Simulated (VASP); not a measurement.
# Ti3N3O in VASP: single point with PBE

Aim: the single point of Ti3N3O with PBE.

Everything below comes from runs of VASP 6.6.1. Logs are shortened: lines on timing, memory, paths and dates and some standing lists are left out, and cuts for length are marked.

## Step 1: The cell of the first run

The cell holds a slab with vacuum, 7 atoms: a = 3.003 Å, b = 3.003 Å, c = 23.054 Å, α = 90.00°, β = 90.00°, γ = 120.00°.

## Step 2: Single point, PBE, collinear spin, ferromagnetic start

Contents of INCAR:

```
PREC = Accurate ; ENCUT = 520
EDIFF = 1E-7 ; ISMEAR = 0
SIGMA = 0.1 ; LREAL = F
LASPH = T ; NELM = 150
ALGO = Normal ; ISIF = 2
LWAVE = F ; LCHARG = F
ISPIN = 2 ; MAGMOM = 0 0 0 0 0 0 2
LORBIT = 11 ; LMAXMIX = 4
LDIPOL = T ; IDIPOL = 3
DIPOL = 0.5 0.5 0.335 ; GGA = PE
NBANDS = 42
```

Contents of KPOINTS:

```
regular mesh
0
Gamma
  9 9 1
```

Contents of POSCAR:

```
Ti3N3O
1.0
    3.0028555065      0.0000000000      0.0000000000
   -1.5014277533      2.6005491526      0.0000000000
    0.0000000000      0.0000000000     23.0541471875
N Ti O
3 3 1
Direct
    0.3333333333      0.6666666667      0.1735045746
    0.0000000000      0.0000000000      0.2798551255
    0.6666666667      0.3333333333      0.3877458571
    0.6666666667      0.3333333333      0.2266798501
    0.3333333333      0.6666666667      0.3342486897
    0.0000000000      0.0000000000      0.4361101326
    0.5000000000      0.0000000000      0.5072470082
```

Potentials or basis: VASP PAW PBE potentials, release 64 (N, Ti_sv, O).

The run is started by

```bash
$ cat potpaw_PBE.64/N/POTCAR potpaw_PBE.64/Ti_sv/POTCAR potpaw_PBE.64/O/POTCAR > POTCAR
$ mpirun -np 1 vasp_std > vasp.out
```

OUTCAR:

```text
PREC = Accurate
   ENCUT = 520
   EDIFF = 1E-7
   ISMEAR = 0
   LREAL = F
   LASPH = T
   NELM = 150
   ISIF = 2
   ISPIN = 2
   LORBIT = 11
   GGA = PE

 ion  position               nearest neighbor table
   1  0.333  0.667  0.174-   4 2.12   4 2.12   4 2.12
   2  0.000  0.000  0.280-   4 2.12   4 2.12   4 2.12   5 2.14   5 2.14   5 2.14
   3  0.667  0.333  0.388-   6 2.06   6 2.06   6 2.06   5 2.13   5 2.13   5 2.13
   4  0.667  0.333  0.227-   2 2.12   2 2.12   2 2.12   1 2.12   1 2.12   1 2.12
   5  0.333  0.667  0.334-   3 2.13   3 2.13   3 2.13   2 2.14   2 2.14   2 2.14   6 2.92   6 2.92
                             6 2.92
   6  0.000  0.000  0.436-   3 2.06   3 2.06   3 2.06   7 2.22   7 2.22   5 2.92   5 2.92   5 2.92

   7  0.500  0.000  0.507-   6 2.22   6 2.22

  LATTYP: Found a hexagonal cell.
 ALAT       =     3.0028555065
 C/A-ratio  =     7.6774080996

  Lattice vectors:

 A1 = (   3.0028555065,   0.0000000000,   0.0000000000)
 A2 = (  -1.5014277533,   2.6005491526,   0.0000000000)
 A3 = (   0.0000000000,   0.0000000000,  23.0541471875)

Analysis of symmetry for initial positions (statically):
=====================================================================
 Subroutine PRICEL returns:
 Original cell was already a primitive cell.

 Routine SETGRP: Setting up the symmetry group for a
 hexagonal supercell.

 Subroutine GETGRP returns: Found  2 space group operations
 (whereof  2 operations were pure point group operations)
 out of a pool of 24 trial point group operations.

The static configuration has the point symmetry C_1h.

Analysis of symmetry for dynamics (positions and initial velocities):
=====================================================================
 Subroutine PRICEL returns:
 Original cell was already a primitive cell.

 Routine SETGRP: Setting up the symmetry group for a
 hexagonal supercell.

 Subroutine GETGRP returns: Found  2 space group operations
 (whereof  2 operations were pure point group operations)
 out of a pool of 24 trial point group operations.

The dynamic configuration has the point symmetry C_1h.

Analysis of structural, dynamic, and magnetic symmetry:
=====================================================================
 Subroutine PRICEL returns:
 Original cell was already a primitive cell.

 Routine SETGRP: Setting up the symmetry group for a
 hexagonal supercell.

 Subroutine GETGRP returns: Found  2 space group operations
 (whereof  2 operations were pure point group operations)
 out of a pool of 24 trial point group operations.

[... 156 lines left out ...]
  ---------------------------------------------------
  free energy    TOTEN  =       -61.58796913 eV

  energy without entropy =      -61.57434072  energy(sigma->0) =      -61.58115493

 E-fermi :  -1.8684     XC(G=0):  -5.4436

 val. band max:       -1.8786248502   @ k =   0.0000   0.1111   0.0000
 cond. band min:      -1.8333913446   @ k =   0.3333   0.1111   0.0000
 fundamental gap:      0.0452335056
 Fermi energy:        -1.8684108597

 spin component 1

 k-point     1 :       0.0000    0.0000    0.0000
  band No.  band energies     occupation
      1     -59.5767      1.00000
      2     -59.3907      1.00000
      3     -58.4654      1.00000
      4     -36.0433      1.00000
      5     -35.6254      1.00000
      6     -35.6252      1.00000
[... 1021 lines left out ...]
     39       1.8730      0.00000
     40       2.1667      0.00000

 [... further k-points ...]

 spin component 2

 k-point     1 :       0.0000    0.0000    0.0000
  band No.  band energies     occupation
      1     -59.4908      1.00000
      2     -59.4100      1.00000
      3     -58.5175      1.00000
      4     -35.9683      1.00000
      5     -35.5766      1.00000
      6     -35.5446      1.00000
[... 1021 lines left out ...]
     39       1.9004      0.00000
     40       2.2065      0.00000

 [... further k-points ...]

 [bands above 40 left out]

------------------------ aborting loop because EDIFF is reached ----------------------------------------

 vacuum level on the upper side and lower side of the slab       (xc-potential included)         0.313        -0.308

  FORCE on cell =-STRESS in cart. coord.  units (eV):
  Direction    XX          YY          ZZ          XY          YZ          ZX
  --------------------------------------------------------------------------------------
  -------------------------------------------------------------------------------------
  Total       -3.5195696     -0.5612443     -9.9899930      0.0000000     -0.9775830      0.0000000
  in kB      -31.3221507     -4.9947526    -88.9052085      0.0000000     -8.6999276      0.0000000
  external PRESSURE =     -41.7407040 kB  Pullay stress =       0.0000000 kB

 VOLUME and BASIS-vectors are now :
 -----------------------------------------------------------------------------
  energy-cutoff  :      520.00
  volume of cell :      180.03
      direct lattice vectors                 reciprocal lattice vectors
     3.002855506  0.000000000  0.000000000     0.333016357  0.192267083  0.000000000
    -1.501427753  2.600549153  0.000000000     0.000000000  0.384534166  0.000000000
     0.000000000  0.000000000 23.054147187     0.000000000  0.000000000  0.043376144

 POSITION                                       TOTAL-FORCE (eV/Angst)
 -----------------------------------------------------------------------------------
     -0.00000      1.73370      4.00000        -0.000000      0.005686      4.212494
      0.00000      0.00000      6.45182        -0.000000      0.000061      1.233223
      1.50143      0.86685      8.93915        -0.000000      0.407852     -0.432774
      1.50143      0.86685      5.22591        -0.000000      0.004434     -5.349618
     -0.00000      1.73370      7.70582        -0.000000      0.033679     -0.587418
      0.00000      0.00000     10.05415         0.000000     -0.215306      5.595267
      1.50143      0.00000     11.69415         0.000000     -0.236405     -4.671173
 -----------------------------------------------------------------------------------
    total drift:                               -0.000000     -0.000014      0.000187

  FREE ENERGIE OF THE ION-ELECTRON SYSTEM (eV)
  ---------------------------------------------------
  free  energy   TOTEN  =       -61.5879691333 eV

  energy  without entropy=      -61.5743407247  energy(sigma->0) =      -61.58115493

 vacuum level on the upper side and lower side of the slab         6.843         6.219

 total charge

# of ion       s       p       d       tot
------------------------------------------
    1        1.310   2.201   0.000   3.511
    2        1.251   2.492   0.000   3.742
    3        1.251   2.522   0.000   3.773
    4        2.193   6.224   1.885  10.302
    5        2.182   6.226   1.968  10.376
    6        2.181   6.189   1.883  10.253
    7        1.603   3.143   0.000   4.746
--------------------------------------------------
tot         11.971  28.997   5.735  46.703

 magnetization (x)

# of ion       s       p       d       tot
------------------------------------------
    1        0.008   0.166   0.000   0.174
    2        0.002   0.022   0.000   0.024
    3       -0.000   0.001   0.000   0.001
    4        0.002   0.004  -0.056  -0.050
    5        0.001   0.001   0.099   0.102
    6       -0.002  -0.004  -0.031  -0.037
    7        0.004   0.374   0.000   0.378
--------------------------------------------------
tot          0.016   0.564   0.012   0.593
```

OSZICAR:

```text
N       E                     dE             d eps       ncg     rms          rms(c)
DAV:   1     0.767345873844E+03    0.76735E+03   -0.28943E+04  4504   0.137E+03
DAV:   2     0.467709328160E+02   -0.72057E+03   -0.68534E+03  4738   0.439E+02
DAV:   3    -0.671588840101E+02   -0.11393E+03   -0.11085E+03  6070   0.165E+02
[... 29 lines left out ...]
DAV:  33    -0.615879377500E+02   -0.96499E-06   -0.60792E-07  4282   0.361E-03    0.446E-03
DAV:  34    -0.615879514397E+02   -0.13690E-04   -0.10554E-06  4000   0.365E-03    0.266E-03
DAV:  35    -0.615879638762E+02   -0.12436E-04   -0.81848E-07  4250   0.304E-03    0.135E-03
DAV:  36    -0.615879641364E+02   -0.26017E-06   -0.35973E-07  3920   0.222E-03    0.821E-04
DAV:  37    -0.615879690581E+02   -0.49217E-05   -0.23887E-07  3274   0.194E-03    0.737E-04
DAV:  38    -0.615879691333E+02   -0.75203E-07   -0.24930E-08  2644   0.811E-04
   1 F= -.61587969E+02 E0= -.61581155E+02  d E =-.136284E-01  mag=     0.7512
```

Run time: 23 min. Hardware: 1 thread of Intel Xeon 8259CL, shared host; peak memory 0.57 GiB.

Results:

* Free energy: -61.5880 eV
* Largest force: 5.599 eV/Å
* Net moment: 0.75 μB per cell
* Site moments: N +0.17, +0.02, +0.00; Ti -0.05, +0.10, -0.04; O +0.38 μB
* Valence electrons inside the program's atomic spheres: N 3.51, 3.74, 3.77; Ti 10.30, 10.38, 10.25; O 4.75

Forces on the atoms (eV/Å):
```
N    0.000  0.006  4.212
N    0.000  0.000  1.233
N    0.000  0.408 -0.433
Ti   0.000  0.004 -5.350
Ti   0.000  0.034 -0.587
Ti   0.000 -0.215  5.595
O    0.000 -0.236 -4.671
```

Caveat: a moment this small can come from the mesh or the smearing.
